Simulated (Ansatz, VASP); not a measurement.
**Os: VASP beside Ansatz**

```
Os
1.0
    -1.54591    1.54591    1.54591
     1.54591   -1.54591    1.54591
     1.54591    1.54591   -1.54591
Os
1
Cartesian
  0.0000 0.0000 0.0000
```

Alike in both runs: functional PBE; k mesh 19 × 19 × 19; occupations fermi-dirac, width 0.05 eV; no spin polarisation.

Ansatz relaxed the structure, and its values are those at the end. VASP's run is a single point on that final structure, the one shown.

|  | VASP | Ansatz |
| --- | --- | --- |
| version | VASP 6.6.1 | Ansatz 0.2.0 |
| potentials or method | VASP PAW PBE potentials, release 64 (Os) | PAW with Ansatz's default frozen-core files, scalar-relativistic |
| plane-wave cutoff (eV) | 520 | 420 |
| valence electrons in the cell | 8 | 16 |

```tsv
	VASP	Ansatz	Ansatz less VASP
pressure (GPa)	0.0	0.0	-0.06
```

VASP's potentials hold 8 valence electrons a cell and Ansatz's 16, so a difference there can come from the potentials and not from the codes.

Spin-orbit coupling is off throughout.
